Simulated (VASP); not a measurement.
# BaTiO3 (Barioperovskite) (Amm2) in VASP: notebook

BaTiO3 (Barioperovskite) is run at these levels: r2SCAN; tasks: single point.

All numbers are computed with VASP 6.6.1; they aren't measurements. Logs are shortened: lines on timing, memory, paths and dates and some standing lists are left out, and cuts for length are marked.

## (1) The cell of the first run

The structure is orthorhombic, space group Amm2 (No. 38). Conventional cell: a = 3.857 Å, b = 5.562 Å, c = 5.748 Å, α = 90.00°, β = 90.00°, γ = 90.00°. Within 3.6 Å of Ba (site symmetry mm2) lie 12 O at 2.75 to 2.97 Å and 8 Ti at 3.39 to 3.53 Å. Ti (site symmetry mm2) has 6 O at 1.87 to 2.14 Å within 2.5 Å. O (site symmetry mm2) has 2 Ti at 1.94 Å within 2.6 Å. Within 2.5 Å of O (site symmetry m) lie 2 Ti at 1.87 to 2.14 Å.

## (2) Single point, r2SCAN (biaxial xy strain -2.7%)

File POSCAR:

```
BaTiO3
1.0
    3.8571948921      0.0000000000      0.0000000000
    0.0000000000      2.7811586616      2.8742108424
    0.0000000000     -2.7811586616      2.8742108424
Ba Ti O
1 1 3
Direct
    0.0000000000      0.0062250858      0.0062250858
    0.5000000000      0.5197879801      0.5197879801
    0.0000000000      0.4895285715      0.4895285715
    0.5000000000      0.4949088701      0.9864294925
    0.5000000000      0.9864294925      0.4949088701
```

File INCAR.step1:

```
PREC = Accurate
ENCUT = 520
ISMEAR = 0
SIGMA = 0.01
LREAL = F
LASPH = T
NELM = 100
NBANDS = 28
GGA = PE
ALGO = Normal
EDIFF = 1E-4
LWAVE = T
LCHARG = F
```

File INCAR.step2:

```
PREC = Accurate
ENCUT = 520
EDIFF = 1E-6
ISMEAR = 0
SIGMA = 0.01
LREAL = F
LASPH = T
NELM = 100
ALGO = Normal
ISIF = 2
LWAVE = F
LCHARG = T
METAGGA = R2SCAN
LMIXTAU = T
LELF = T
LVHAR = T
NBANDS = 28
ISTART = 1
```

File KPOINTS:

```
Automatic mesh
0
Gamma
  6 6 6
```

Potentials or basis: VASP PAW PBE potentials, release 64 (Ba_sv, Ti_sv, O).

Launch:

```bash
$ cat potpaw_PBE.64/Ba_sv/POTCAR potpaw_PBE.64/Ti_sv/POTCAR potpaw_PBE.64/O/POTCAR > POTCAR
$ cp INCAR.step1 INCAR
$ mpirun -np 1 vasp_std > vasp.out
$ cp INCAR.step2 INCAR
$ mpirun -np 1 vasp_std > vasp.out
```

OUTCAR:

```text
PREC = Accurate
   ENCUT = 520
   EDIFF = 1E-6
   ISMEAR = 0
   LREAL = F
   LASPH = T
   NELM = 100
   ISIF = 2
   METAGGA = R2SCAN
   ISTART = 1

 ion  position               nearest neighbor table
   1  0.000  0.006  0.006-   4 2.75   5 2.75   4 2.75   5 2.75   3 2.78   3 2.78   3 2.78   5 2.81
                             4 2.81   5 2.81   4 2.81   3 2.97   2 3.39   2 3.39   2 3.39   2 3.39
   2  0.500  0.520  0.520-   4 1.87   5 1.87   3 1.94   3 1.94   5 2.14   4 2.14   1 3.39   1 3.39
                             1 3.39   1 3.39   1 3.40   1 3.40   1 3.53   1 3.53
   3  0.000  0.490  0.490-   2 1.94   2 1.94   1 2.78   1 2.78   1 2.78   1 2.97
   4  0.500  0.495  0.986-   2 1.87   2 2.14   1 2.75   1 2.75   1 2.81   1 2.81
   5  0.500  0.986  0.495-   2 1.87   2 2.14   1 2.75   1 2.75   1 2.81   1 2.81

  LATTYP: Found a base centered orthorhombic cell.
 ALAT       =     5.5623173232
 B/A-ratio  =     1.0334580627
 C/A-ratio  =     0.6934510687

  Lattice vectors:

 A1 = (   0.0000000000,   2.7811586616,  -2.8742108424)
 A2 = (   0.0000000000,   2.7811586616,   2.8742108424)
 A3 = (   3.8571948921,   0.0000000000,   0.0000000000)

Analysis of symmetry for initial positions (statically):
=====================================================================
 Subroutine PRICEL returns:
 Original cell was already a primitive cell.

 Routine SETGRP: Setting up the symmetry group for a
 base centered orthorhombic supercell.

 Subroutine GETGRP returns: Found  4 space group operations
 (whereof  4 operations were pure point group operations)
 out of a pool of  8 trial point group operations.

The static configuration has the point symmetry C_2v.

Analysis of symmetry for dynamics (positions and initial velocities):
=====================================================================
 Subroutine PRICEL returns:
 Original cell was already a primitive cell.

 Routine SETGRP: Setting up the symmetry group for a
 base centered orthorhombic supercell.

 Subroutine GETGRP returns: Found  4 space group operations
 (whereof  4 operations were pure point group operations)
 out of a pool of  8 trial point group operations.

The dynamic configuration has the point symmetry C_2v.

 Subroutine INISYM returns: Found  4 space group operations
 (whereof  4 operations are pure point group operations),
 and found     1 'primitive' translations

----------------------------------------------------------------------------------------

                                     Primitive cell

  volume of cell :      61.6660

[... 99 lines left out ...]
   NFREE  =      0    steps in history (QN), initial steepest desc. (CG)
   ISIF   =      2    stress and relaxation
   ISYM   =      2    0-nonsym 1-usesym 2-fastsym
   POTIM  = 0.5000    time-step for ionic-motion
   TEBEG  =    0.0;   TEEND  =   0.0 temperature during run
   PSTRESS=    0.0 pullay stress
   NELECT =      40.0000    total number of electrons
   NUPDOWN=      -1.0000    fix difference up-down
   EMIN   =  10.00;   EMAX   =-10.00  energy-range for DOS
   EFERMI =   0.00;   METHOD = LEGACY
   ISMEAR =     0;   SIGMA  =   0.01  broadening in eV -4-tet -1-fermi 0-gaus
   EFERMI_NEDOS =   21; number of points for ismear=-14 and -15
   IALGO  =     38    algorithm
   IMIX   =      4    mixing-type and parameters
     AMIX     =   0.40;   BMIX     =  1.00
     AMIX_MAG =   1.60;   BMIX_MAG =  1.00
  volume/ion in A,a.u.               =      12.33        83.23
  Fermi-wavevector in a.u.,A,eV,Ry     =   1.417140  2.678007 27.324397  2.008287
  Thomas-Fermi vector in A             =   2.538401
   LORBIT       =      0    0 simple, 1 ext, 2 COOP (PROOUT), +10 PAW based schemes
   METAGGA = R2SCAN    functional components
   LHFCALC =     F    Hartree Fock is set to
   AEXX    =    0.0000 exact exchange contribution
   IVDW    =     0    specifies the selected vdW correction
   LEPSILON=     F    determine dielectric tensor
   LRPA    =     F    only Hartree local field effects (RPA)
 non-spin polarized calculation
 Gauss-broadening in eV      SIGMA  =   0.01
  energy-cutoff  :      520.00
  volume of cell :       61.67
 maximum number of plane-waves:      1683
 NGX is ok and might be reduce to    30
   NGX = 15   NGY = 15   NGZ = 15

 number of electron      40.0000016 magnetization

 Free energy of the ion-electron system (eV)
  ---------------------------------------------------
  ext. energy  EPLUGINS =         0.00000000
  ---------------------------------------------------
  free energy    TOTEN  =       -74.10543774 eV

  energy without entropy =      -74.10543774  energy(sigma->0) =      -74.10543774

 E-fermi :   3.9084     XC(G=0): -12.1293

 val. band max:        3.8582692623   @ k =   0.5000   0.5000   0.5000
 cond. band min:       6.3686031228   @ k =   0.0000   0.0000   0.0000
 fundamental gap:      2.5103338604
 Fermi energy:         3.9083560057

 k-point     1 :       0.0000    0.0000    0.0000
  band No.  band energies     occupation
      1     -54.6325      2.00000
      2     -29.8730      2.00000
      3     -29.8413      2.00000
      4     -29.8324      2.00000
      5     -21.5861      2.00000
      6     -14.1210      2.00000
[... 733 lines left out ...]
     27      12.9816      0.00000
     28      13.3112      0.00000

 [... further k-points ...]

------------------------ aborting loop because EDIFF is reached ----------------------------------------

  FORCE on cell =-STRESS in cart. coord.  units (eV):
  Direction    XX          YY          ZZ          XY          YZ          ZX
  --------------------------------------------------------------------------------------
  -------------------------------------------------------------------------------------
  Total        5.7498098      5.2094362      2.1259748      0.0000000      0.0000000      0.0000000
  in kB      149.3888187    135.3490891     55.2360656      0.0000000      0.0000000      0.0000000
  external PRESSURE =     113.3246578 kB  Pullay stress =       0.0000000 kB

 VOLUME and BASIS-vectors are now :
 -----------------------------------------------------------------------------
  energy-cutoff  :      520.00
  volume of cell :       61.67
      direct lattice vectors                 reciprocal lattice vectors
     3.857194892  0.000000000  0.000000000     0.259255762  0.000000000  0.000000000
     0.000000000  2.781158662  2.874210842     0.000000000  0.179781185  0.173960794
     0.000000000 -2.781158662  2.874210842     0.000000000 -0.179781185  0.173960794

 POSITION                                       TOTAL-FORCE (eV/Angst)
 -----------------------------------------------------------------------------------
      0.00000      0.00000      0.03578         0.000000      0.000000     -0.025587
      1.92860      0.00000      2.98796         0.000000      0.000000     -0.147820
      0.00000      0.00000      2.81402         0.000000      0.000000      0.016532
      1.92860     -1.36700      4.25768         0.000000     -0.059768      0.078438
      1.92860      1.36700      4.25768         0.000000      0.059768      0.078438
 -----------------------------------------------------------------------------------
    total drift:                                0.000000      0.000002     -0.004918

  FREE ENERGIE OF THE ION-ELECTRON SYSTEM (eV)
  ---------------------------------------------------
  free  energy   TOTEN  =       -74.1054377418 eV

  energy  without entropy=      -74.1054377418  energy(sigma->0) =      -74.10543774
```

Wall time 2.3 min (1 thread of Intel Xeon 6975P-C (Granite Rapids), shared host); peak memory 0.23 GiB.

Results:

- Free energy: -74.1054 eV
- Pressure: 11.3 GPa
- Largest force: 0.148 eV/Å
- Band gap on the k mesh: 2.51 eV, indirect (least direct gap 2.81 eV)

Forces on the atoms (eV/Å):
```
Ba   0.000  0.000 -0.026
Ti   0.000  0.000 -0.148
O    0.000  0.000  0.017
O    0.000 -0.060  0.078
O    0.000  0.060  0.078
```

Caveat: the cell differs from its parent crystal (biaxial xy strain -2.7%); the PAW data sets were made with another functional, which shifts forces and pressure a little; spin-orbit coupling is left out, which moves the levels of the heavy elements.

## (3) Single point, r2SCAN

This run uses another cell than the first one, of 13.02 Å³/atom, 1.056 times its volume.

File POSCAR:

```
BaTiO3
1.0
    3.9634143980      0.0000000000      0.0000000000
    0.0000000000      2.8577462615      2.8742108424
    0.0000000000     -2.8577462615      2.8742108424
Ba Ti O
1 1 3
Direct
    0.0000000000      0.0084123005      0.0084123005
    0.5000000000      0.5239607265      0.5239607265
    0.0000000000      0.4903884208      0.4903884208
    0.5000000000      0.4939726399      0.9801459124
    0.5000000000      0.9801459124      0.4939726399
```

INCAR.step1, as its differences from that of step 2:

```diff
@@ -6,3 +6,3 @@
 LASPH = T
-NELM = 100
+NELM = 80
 NBANDS = 28
```

File INCAR.step2:

```
PREC = Accurate
ENCUT = 520
EDIFF = 1E-6
ISMEAR = 0
SIGMA = 0.01
LREAL = F
LASPH = T
NELM = 80
ALGO = Normal
ISIF = 2
LWAVE = F
LCHARG = F
METAGGA = R2SCAN
LMIXTAU = T
NBANDS = 28
ISTART = 1
```

KPOINTS is that of step 2.

Potentials or basis: VASP PAW PBE potentials, release 64 (Ba_sv, Ti_sv, O).

Launch:

```bash
$ cat potpaw_PBE.64/Ba_sv/POTCAR potpaw_PBE.64/Ti_sv/POTCAR potpaw_PBE.64/O/POTCAR > POTCAR
$ cp INCAR.step1 INCAR
$ mpirun -np 1 vasp_std > vasp.out
$ cp INCAR.step2 INCAR
$ mpirun -np 1 vasp_std > vasp.out
```

It took 2.3 min on 1 thread of Intel Xeon 6975P-C (Granite Rapids), shared host; peak memory 0.23 GiB.

It converged, with:

```yaml
Free_energy: -74.2665 eV
Pressure: 1.9 GPa
Largest_force: 0.174 eV/Å
Band_gap_on_the_k_mesh: 2.64 eV, indirect (least direct gap 3.12 eV)
```

Forces on the atoms (eV/Å):
```
Ba   0.000  0.000 -0.032
Ti   0.000  0.000 -0.174
O    0.000  0.000  0.017
O    0.000 -0.079  0.095
O    0.000  0.079  0.095
```

Stress tensor (GPa, compression positive):
```
1.86 0.00 0.00
0.00 2.04 0.00
0.00 0.00 1.89
```

Levels at points of the mesh, in eV from the valence-band top:
```
           k point  band 18  band 19  band 20  band 21  band 22  band 23
(0.00, 0.00, 0.00)    -0.57    -0.55    -0.47     2.64     2.86     2.93
(0.50, 0.00, 0.00)    -1.53    -1.26    -1.14     3.03     4.05     4.26
(0.00, 0.50, 0.00)    -1.69    -1.00    -0.83     2.86     4.11     4.13
(0.50, 0.50, 0.00)    -0.98    -0.94    -0.08     4.16     4.18     4.54
(0.00, 0.50, 0.50)    -0.96    -0.88    -0.29     4.11     4.16     4.44
(0.50, 0.50, 0.50)    -0.21    -0.03     0.00     4.64     4.68     4.82
```

Caveat: the PAW data sets were made with another functional, which shifts forces and pressure a little; spin-orbit coupling is left out, which moves the levels of the heavy elements. r2SCAN opens gaps a little over a GGA but as a rule still falls short of measured ones.

## (4) Single point, r2SCAN (strain +1.6%)

File POSCAR:

```
BaTiO3
1.0
    4.0284143941      0.0000000000      0.0000000000
    0.0000000000      2.9046133001      2.9213479002
    0.0000000000     -2.9046133001      2.9213479002
Ba Ti O
1 1 3
Direct
    0.0000000000      0.0119790355      0.0119790355
    0.5000000000      0.5292820227      0.5292820227
    0.0000000000      0.4892053142      0.4892053142
    0.5000000000      0.4931958090      0.9732178188
    0.5000000000      0.9732178188      0.4931958090
```

File INCAR.step1:

```
SYSTEM = BaTiO3
  ALGO = Normal
  EDIFF = 1E-4
  ENCUT = 520
  GGA = PE
  ISMEAR = 0
  LASPH = .True.
  LCHARG = .False.
  LREAL = .False.
  LWAVE = .True.
  NBANDS = 28
  NELM = 60
  PREC = Accurate
  SIGMA = 0.01
```

File INCAR.step2:

```
SYSTEM = BaTiO3
  ALGO = Normal
  EDIFF = 1E-6
  ENCUT = 520
  ISIF = 2
  ISMEAR = 0
  ISTART = 1
  LASPH = .True.
  LCHARG = .True.
  LELF = .True.
  LMIXTAU = .True.
  LREAL = .False.
  LVHAR = .True.
  LWAVE = .False.
  METAGGA = R2SCAN
  NBANDS = 28
  NELM = 60
  PREC = Accurate
  SIGMA = 0.01
```

File KPOINTS:

```
k-points
0
Gamma
  6 6 6
  0 0 0
```

Launch:

```bash
$ cat potpaw_PBE.64/Ba_sv/POTCAR potpaw_PBE.64/Ti_sv/POTCAR potpaw_PBE.64/O/POTCAR > POTCAR
$ cp INCAR.step1 INCAR
$ mpirun -np 1 vasp_std > vasp.out
$ cp INCAR.step2 INCAR
$ mpirun -np 1 vasp_std > vasp.out
```

Wall time 2.2 min (1 thread of Intel Xeon 6975P-C (Granite Rapids), shared host); peak memory 0.25 GiB.

Results (log left out):

| Quantity | Value |
| --- | --- |
| Free energy | -74.2351 eV |
| Pressure | -3.7 GPa |
| Largest force | 0.209 eV/Å |
| Band gap on the k mesh | 2.79 eV, indirect (least direct gap 3.36 eV) |

Forces in eV/Å, atoms in the order of the input:
```
Ba   0.000  0.000 -0.036
Ti   0.000  0.000 -0.209
O    0.000  0.000  0.019
O    0.000 -0.099  0.113
O    0.000  0.099  0.113
```

Stress tensor (GPa, compression positive):
```
-5.48  0.00  0.00
 0.00 -3.11  0.00
 0.00  0.00 -2.49
```

Levels at points of the mesh, in eV from the valence-band top:
```
           k point  band 16  band 17  band 18  band 19  band 20  band 21  band 22  band 23  band 24  band 25
(0.00, 0.00, 0.00)    -1.48    -1.18    -0.75    -0.66    -0.58     2.79     3.01     3.16     4.61     4.78
(0.50, 0.00, 0.00)    -2.20    -1.50    -1.42    -1.35    -1.33     3.22     3.90     4.19     4.68     5.89
(0.00, 0.50, 0.00)    -1.92    -1.72    -1.65    -1.09    -0.87     2.98     4.06     4.09     4.63     6.21
(0.50, 0.50, 0.00)    -2.48    -1.79    -1.07    -0.99    -0.08     4.05     4.12     4.42     4.98     7.71
(0.00, 0.50, 0.50)    -2.61    -1.65    -0.93    -0.82    -0.36     4.07     4.12     4.33     5.27     7.66
(0.50, 0.50, 0.50)    -2.52    -2.45    -0.30    -0.04     0.00     4.44     4.55     4.70     6.71     6.91
```

Caveat: the cell differs from its parent crystal (strain +1.6%); the PAW data sets were made with another functional, which shifts forces and pressure a little; spin-orbit coupling is left out, which moves the levels of the heavy elements.

## (5) Summary

| cell | gap on the mesh (eV) | pressure (GPa) | largest force (eV/Å) |
| --- | --- | --- | --- |
| a = 3.857, b = 3.999, c = 3.999 Å, angles 88.1, 90.0, 90.0°, 5 atoms | 2.51 | 11.3 | 0.15 |
| a = 3.963, b = 4.053, c = 4.053 Å, angles 89.7, 90.0, 90.0°, 5 atoms | 2.64 | 1.9 | 0.17 |
| a = 4.028, b = 4.120, c = 4.120 Å, angles 89.7, 90.0, 90.0°, 5 atoms | 2.79 | -3.7 | 0.21 |

Alike in all rows: task single point; level r2SCAN; potentials or basis VASP PAW PBE potentials, release 64 (Ba_sv, Ti_sv, O); no spin polarisation; k mesh 6 × 6 × 6; cutoff (eV) 520; smearing gaussian 0.01 eV.

Caveats: the PAW data sets were made with another functional, which shifts forces and pressure a little; spin-orbit coupling is left out, which moves the levels of the heavy elements.

Absolute energies hang on the potentials; compare differences alone.
